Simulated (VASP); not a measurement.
# Zn in VASP: a series of runs

Aim: see how the results for Zn move with the level of theory and the settings. Levels: PBEsol, PBE. Tasks: single point, relaxation of cell and atoms.

All numbers are computed with VASP 6.6.1; they aren't measurements. Logs are shortened: lines on timing, memory, paths and dates and some standing lists are left out, and cuts for length are marked.

## Step 1: The cell of the first run

Symmetry: I4/mmm, No. 139, tetragonal system. Conventional cell: a = 2.779 Å, b = 2.779 Å, c = 3.969 Å, α = 90.00°, β = 90.00°, γ = 90.00°. Within 3.7 Å of Zn (site symmetry 4/mmm) lie 12 Zn at 2.78 to 2.79 Å.

## Step 2: Single point, PBEsol

The input, INCAR:

```
SYSTEM = Zn
PREC = Accurate
ENCUT = 520
EDIFF = 1E-6
ISMEAR = -1
SIGMA = 0.05
LREAL = .FALSE.
LASPH = .TRUE.
NELM = 100
ALGO = Normal
ISIF = 2
LWAVE = .FALSE.
LCHARG = .TRUE.
GGA = PS
LELF = .TRUE.
LVHAR = .TRUE.
NBANDS = 12
```

The input, KPOINTS:

```
regular mesh
0
G
  10 10 10
  0 0 0
```

The input, POSCAR:

```
Zn
1.0
    0.0000000000      1.9647760000      1.9844237600
    1.9647760000      0.0000000000      1.9844237600
    1.9647760000      1.9647760000      0.0000000000
Zn
1
Direct
    0.0000000000      0.0000000000      0.0000000000
```

Potentials or basis: VASP PAW PBE potentials, release 64 (Zn).

Command:

```
> cat potpaw_PBE.64/Zn/POTCAR > POTCAR
> mpirun -np 1 vasp_std > vasp.out
```

OUTCAR:

```text
SYSTEM = Zn
   PREC = Accurate
   ENCUT = 520
   EDIFF = 1E-6
   ISMEAR = -1
   LREAL = .FALSE.
   LASPH = .TRUE.
   NELM = 100
   ISIF = 2
   GGA = PS

 ion  position               nearest neighbor table
   1  0.000  0.000  0.000-

  LATTYP: Found a body centered tetragonal cell.
 ALAT       =     2.7786128662
 C/A-ratio  =     1.4283556980

  Lattice vectors:

 A1 = (  -1.9647760000,   0.0000000000,   1.9844237600)
 A2 = (   1.9647760000,   0.0000000000,   1.9844237600)
 A3 = (   0.0000000000,   1.9647760000,  -1.9844237600)

Analysis of symmetry for initial positions (statically):
=====================================================================
 Subroutine PRICEL returns:
 Original cell was already a primitive cell.

 Routine SETGRP: Setting up the symmetry group for a
 body centered tetragonal supercell.

 Subroutine GETGRP returns: Found 16 space group operations
 (whereof 16 operations were pure point group operations)
 out of a pool of 16 trial point group operations.

The static configuration has the point symmetry D_4h.

Analysis of symmetry for dynamics (positions and initial velocities):
=====================================================================
 Subroutine PRICEL returns:
 Original cell was already a primitive cell.

 Routine SETGRP: Setting up the symmetry group for a
 body centered tetragonal supercell.

 Subroutine GETGRP returns: Found 16 space group operations
 (whereof 16 operations were pure point group operations)
 out of a pool of 16 trial point group operations.

The dynamic configuration has the point symmetry D_4h.

 Subroutine INISYM returns: Found 16 space group operations
 (whereof 16 operations are pure point group operations),
 and found     1 'primitive' translations

----------------------------------------------------------------------------------------

                                     Primitive cell

  volume of cell :      15.3211

  direct lattice vectors                    reciprocal lattice vectors
     0.000000000  1.964776000  1.984423760    -0.254481936  0.254481936  0.251962313
     1.964776000  0.000000000  1.984423760     0.254481936 -0.254481936  0.251962313
     1.964776000  1.964776000  0.000000000     0.254481936  0.254481936 -0.251962313

  length of vectors
     2.792540490  2.792540490  2.778612866     0.439325754  0.439325754  0.439325754

  position of ions in fractional coordinates (direct lattice)
     0.000000000  0.000000000  0.000000000

  ion indices of the primitive-cell ions
   primitive index   ion index
                 1           1

----------------------------------------------------------------------------------------

 KPOINTS: regular mesh

Automatic generation of k-mesh.
 Grid dimensions read from file:
 generate k-points for:   10   10   10

 Generating k-lattice:

  Cartesian coordinates                     Fractional coordinates (reciprocal lattice)
    -0.025448194  0.025448194  0.025196231     0.100000000 -0.000000000  0.000000000
     0.025448194 -0.025448194  0.025196231    -0.000000000  0.100000000  0.000000000
     0.025448194  0.025448194 -0.025196231     0.000000000  0.000000000  0.100000000

  Length of vectors
     0.043932575  0.043932575  0.043932575

  Shift w.r.t. Gamma in fractional coordinates (k-lattice)
     0.000000000  0.000000000  0.000000000

 Subroutine IBZKPT returns following result:
 ===========================================

 Found    102 irreducible k-points:

 Following reciprocal coordinates:
            Coordinates               Weight
  0.000000  0.000000  0.000000      1.000000
  0.100000  0.000000  0.000000      8.000000
  0.200000  0.000000  0.000000      8.000000
  0.300000  0.000000  0.000000      8.000000
  0.400000 -0.000000  0.000000      8.000000
  0.500000 -0.000000  0.000000      4.000000
[... 16 lines left out ...]
  0.300000  0.300000  0.000000      2.000000
  0.400000  0.300000  0.000000      8.000000
 [... further k-points ...]
   k-points           NKPTS =    102   k-points in BZ     NKDIM =    102   number of bands    NBANDS=     12
   number of dos      NEDOS =    301   number of ions     NIONS =      1
   total plane-waves  NPLWV =  13824
   dimension x,y,z NGX =    24 NGY =   24 NGZ =   24
   dimension x,y,z NGXF=    48 NGYF=   48 NGZF=   48
   ions per type =               1
   NGX,Y,Z   is equivalent  to a cutoff of  14.29, 14.29, 14.36 a.u.
   NGXF,Y,Z  is equivalent  to a cutoff of  28.58, 28.58, 28.72 a.u.
 SYSTEM =  Zn
   PREC   = accura    normal or accurate (medium, high low for compatibility)
   ISTART =      0    job   : 0-new  1-cont  2-samecut
   ICHARG =      2    charge: 1-file 2-atom 10-const
   ISPIN  =      1    spin polarized calculation?
   LNONCOLLINEAR =      F non collinear calculations
   LSORBIT =      F    spin-orbit coupling
   LASPH  =      T    aspherical Exc in radial PAW
   ENCUT  =  520.0 eV  38.22 Ry    6.18 a.u.   5.19  5.19  5.17*2*pi/ulx,y,z
   NELM   =    100;   NELMIN=  2; NELMDL= -5     # of ELM steps
   EDIFF  = 0.1E-05   stopping-criterion for ELM
   LREAL  =      F    real-space projection
   EDIFFG = 0.1E-04   stopping-criterion for IOM
   NSW    =      0    number of steps for IOM
   IBRION =     -1    ionic relax: 0-MD 1-quasi-New 2-CG
   NFREE  =      0    steps in history (QN), initial steepest desc. (CG)
   ISIF   =      2    stress and relaxation
   ISYM   =      2    0-nonsym 1-usesym 2-fastsym
   POTIM  = 0.5000    time-step for ionic-motion
   TEBEG  =    0.0;   TEEND  =   0.0 temperature during run
   PSTRESS=    0.0 pullay stress
   NELECT =      12.0000    total number of electrons
   NUPDOWN=      -1.0000    fix difference up-down
   EMIN   =  10.00;   EMAX   =-10.00  energy-range for DOS
   EFERMI =   0.00;   METHOD = LEGACY
   ISMEAR =    -1;   SIGMA  =   0.05  broadening in eV -4-tet -1-fermi 0-gaus
   EFERMI_NEDOS =   21; number of points for ismear=-14 and -15
   IALGO  =     38    algorithm
   IMIX   =      4    mixing-type and parameters
     AMIX     =   0.40;   BMIX     =  1.00
     AMIX_MAG =   1.60;   BMIX_MAG =  1.00
  volume/ion in A,a.u.               =      15.32       103.39
  Fermi-wavevector in a.u.,A,eV,Ry     =   1.509055  2.851701 30.983828  2.277247
  Thomas-Fermi vector in A             =   2.619428
   LORBIT       =      0    0 simple, 1 ext, 2 COOP (PROOUT), +10 PAW based schemes
   GGA     = PS    functional components
[... 5 lines left out ...]
 non-spin polarized calculation
  energy-cutoff  :      520.00
  volume of cell :       15.32
 maximum number of plane-waves:       427
 NGX is ok and might be reduce to    24
   NGX = 11   NGY = 11   NGZ = 11

 number of electron      12.0000005 magnetization

 Free energy of the ion-electron system (eV)
  ---------------------------------------------------
  ext. energy  EPLUGINS =         0.00000000
  ---------------------------------------------------
  free energy    TOTEN  =        -1.54114280 eV

  energy without entropy =       -1.53718691  energy(sigma->0) =       -1.53916485

 E-fermi :   3.0048     XC(G=0): -11.6729

 val. band max:        2.9240923132   @ k =  -0.4000   0.3000   0.0000
 cond. band min:       3.0136010979   @ k =  -0.4000   0.0000   0.3000
 fundamental gap:      0.0895087846
 Fermi energy:         3.0048279797

 k-point     1 :       0.0000    0.0000    0.0000
  band No.  band energies     occupation
      1      -7.4494      2.00000
      2      -4.7401      2.00000
      3      -4.7123      2.00000
      4      -4.7123      2.00000
      5      -4.3564      2.00000
      6      -4.3357      2.00000
      7      20.9335      0.00000
      8      20.9335      0.00000
      9      20.9681      0.00000
     10      21.6820      0.00000
     11      23.7310      0.00000
     12      23.7481      0.00000

 k-point     2 :       0.1000    0.0000    0.0000
  band No.  band energies     occupation
      1      -7.1516      2.00000
      2      -4.7462      2.00000
      3      -4.6960      2.00000
      4      -4.6806      2.00000
      5      -4.3631      2.00000
      6      -4.3446      2.00000
      7      17.1007      0.00000
      8      20.1446      0.00000
      9      20.1747      0.00000
     10      21.3754      0.00000
     11      25.0136      0.00000
     12      25.0447      0.00000

 k-point     3 :       0.2000    0.0000    0.0000
  band No.  band energies     occupation
      1      -6.3247      2.00000
      2      -4.7285      2.00000
      3      -4.6517      2.00000
      4      -4.6320      2.00000
      5      -4.3415      2.00000
      6      -4.3313      2.00000
      7      12.3313      0.00000
      8      19.0619      0.00000
      9      19.1641      0.00000
     10      21.0883      0.00000
     11      25.4085      0.00000
     12      25.8917      0.00000
[... 286 lines left out ...]
 k-point    23 :       0.3000    0.3000    0.0000
  band No.  band energies     occupation
      1      -5.2784      2.00000
      2      -5.1253      2.00000
      3      -4.2729      2.00000
      4      -4.2729      2.00000
      5      -4.1690      2.00000
      6      -3.3560      2.00000
      7      12.5183      0.00000
      8      13.2689      0.00000
      9      13.2689      0.00000
     10      16.0775      0.00000
     11      17.0864      0.00000
     12      35.2279      0.00000

 k-point    24 :       0.4000    0.3000    0.0000
  band No.  band energies     occupation
      1      -5.2417      2.00000
      2      -5.1601      2.00000
      3      -4.2808      2.00000
      4      -4.2519      2.00000
      5      -4.0820      2.00000
      6      -1.8956      2.00000
      7       9.8829      0.00000
      8      10.3958      0.00000
      9      12.6725      0.00000
     10      16.1828      0.00000
     11      18.8218      0.00000
     12      33.2412      0.00000

 [... further k-points ...]
[... 5 lines left out ...]
  --------------------------------------------------------------------------------------
  -------------------------------------------------------------------------------------
  Total       -0.5552543     -0.5552543     -0.4942173      0.0000000     -0.0000000      0.0000000
  in kB      -58.0646746    -58.0646746    -51.6818510      0.0000000     -0.0000000      0.0000000
  external PRESSURE =     -55.9370667 kB  Pullay stress =       0.0000000 kB

 VOLUME and BASIS-vectors are now :
 -----------------------------------------------------------------------------
  energy-cutoff  :      520.00
  volume of cell :       15.32
      direct lattice vectors                 reciprocal lattice vectors
     0.000000000  1.964776000  1.984423760    -0.254481936  0.254481936  0.251962313
     1.964776000  0.000000000  1.984423760     0.254481936 -0.254481936  0.251962313
     1.964776000  1.964776000  0.000000000     0.254481936  0.254481936 -0.251962313

 POSITION                                       TOTAL-FORCE (eV/Angst)
 -----------------------------------------------------------------------------------
      0.00000      0.00000      0.00000         0.000000      0.000000      0.000000
 -----------------------------------------------------------------------------------
    total drift:                               -0.000000     -0.000000     -0.000000

  FREE ENERGIE OF THE ION-ELECTRON SYSTEM (eV)
  ---------------------------------------------------
  free  energy   TOTEN  =        -1.5411427964 eV

  energy  without entropy=       -1.5371869119  energy(sigma->0) =       -1.53916485
```

It took 12 s on 1 thread of AMD EPYC 9R14 (Zen 4), shared host; peak memory 0.11 GiB.

What came out:

- Free energy: -1.5411 eV
- Pressure: -5.6 GPa
- Band gap on the k mesh: zero (band 6 reaches 4.08 eV, above the bottom of band 7 at 1.44 eV)

Levels at points of the mesh, in eV from the Fermi level:
```
           k point  band 4  band 5  band 6  band 7  band 8  band 9
(0.00, 0.00, 0.00)   -7.72   -7.36   -7.34   17.93   17.93   17.96
(0.50, 0.00, 0.00)   -7.08   -7.07   -3.04   -1.56   14.79   15.08
(0.50, 0.50, 0.00)   -7.00   -7.00   -1.25    1.36    8.32    8.32
(0.50, 0.00, 0.50)   -7.01   -6.99   -1.09    1.60    8.10    8.16
```

Caveat: the PAW data sets were made with another functional, which shifts forces and pressure a little.

## Step 3: Single point, PBEsol

This run uses another cell than the first one, of 15.47 Å³/atom, 1.010 times its volume.

The input, INCAR:

```
ALGO = Fast ; EDIFF = 1E-6
ENCUT = 520 ; GGA = PS
ISIF = 2 ; ISMEAR = -1
LASPH = T ; LCHARG = F
LREAL = F ; LWAVE = F
NBANDS = 12 ; NELM = 80
PREC = Accurate ; SIGMA = 0.05
```

The input, KPOINTS:

```
k-points
0
Gamma
  10 10 10
```

The input, POSCAR:

```
Zn
1.0
    0.0000000000      1.9647760000      2.0040715200
    1.9647760000      0.0000000000      2.0040715200
    1.9647760000      1.9647760000      0.0000000000
Zn
1
Direct
    0.0000000000      0.0000000000      0.0000000000
```

Potentials or basis: VASP PAW PBE potentials, release 64 (Zn).

Command:

```
> cat potpaw_PBE.64/Zn/POTCAR > POTCAR
> mpirun -np 1 vasp_std > vasp.out
```

Run time: 13 s. Hardware: 1 thread of AMD EPYC 9R14 (Zen 4), shared host; peak memory 0.11 GiB.

The run converged. Its results:

| Item | Value |
| --- | --- |
| Free energy | -1.5360 eV |
| Pressure | -6.1 GPa |
| Band gap on the k mesh | zero (band 6 reaches 4.08 eV, above the bottom of band 7 at 1.36 eV) |

Stress tensor (GPa, compression positive):
```
-6.18  0.00  0.00
 0.00 -6.18  0.00
 0.00  0.00 -5.79
```

Levels at points of the mesh, in eV from the Fermi level:
```tsv
k point	band 2	band 3	band 4	band 5	band 6	band 7	band 8	band 9	band 10	band 11
(0.00, 0.00, 0.00)	-7.74	-7.68	-7.68	-7.35	-7.31	17.78	17.78	17.85	18.61	20.60
(0.50, 0.00, 0.00)	-7.73	-7.68	-7.07	-7.05	-2.99	-1.58	14.51	15.10	17.20	18.28
(0.50, 0.50, 0.00)	-8.30	-7.07	-6.99	-6.99	-1.33	1.17	8.41	8.41	12.01	13.16
(0.50, 0.00, 0.50)	-8.29	-7.07	-7.00	-6.97	-1.02	1.64	7.96	8.07	11.69	12.72
```

Caveat: the PAW data sets were made with another functional, which shifts forces and pressure a little.

## Step 4: Single point, PBEsol

This run uses another cell than the first one, of 15.78 Å³/atom, 1.030 times its volume.

The input, INCAR:

```
SYSTEM = Zn
ALGO = Normal
EDIFF = 1E-6
ENCUT = 520
GGA = PS
ISIF = 2
ISMEAR = -1
LASPH = .TRUE.
LCHARG = .TRUE.
LELF = .TRUE.
LREAL = .FALSE.
LVHAR = .TRUE.
LWAVE = .FALSE.
NBANDS = 12
NELM = 60
PREC = Accurate
SIGMA = 0.05
```

The input, KPOINTS:

```
k-points
0
G
  10 10 10
  0 0 0
```

The input, POSCAR:

```
Zn
1.0
    0.0000000000      1.9647760000      2.0433670400
    1.9647760000      0.0000000000      2.0433670400
    1.9647760000      1.9647760000      0.0000000000
Zn
1
Direct
    0.0000000000      0.0000000000      0.0000000000
```

Command:

```
> cat potpaw_PBE.64/Zn/POTCAR > POTCAR
> mpirun -np 1 vasp_std > vasp.out
```

Wall time 12 s (1 thread of AMD EPYC 9R14 (Zen 4), shared host); peak memory 0.11 GiB.

It converged, with:

| Property | Result |
| --- | --- |
| Free energy | -1.5233 eV |
| Pressure | -6.9 GPa |
| Band gap on the k mesh | zero (band 6 reaches 4.09 eV, above the bottom of band 7 at 1.20 eV) |

Stress tensor (GPa, compression positive):
```
-6.51  0.00  0.00
 0.00 -6.51  0.00
 0.00  0.00 -7.67
```

Levels at points of the mesh, in eV from the Fermi level:
```
           k point  band 3  band 4  band 5  band 6  band 7  band 8  band 9  band 10
(0.00, 0.00, 0.00)   -7.60   -7.60   -7.32   -7.24   17.53   17.53   17.66    18.50
(0.50, 0.00, 0.00)   -7.59   -7.03   -6.99   -2.89   -1.58   13.96   15.17    17.20
(0.50, 0.50, 0.00)   -7.02   -6.95   -6.95   -1.45    0.82    8.59    8.59    12.12
(0.50, 0.00, 0.50)   -7.03   -6.97   -6.91   -0.84    1.75    7.71    7.95    11.49
```

Caveat: the PAW data sets were made with another functional, which shifts forces and pressure a little.

[end of part 1 of 2]
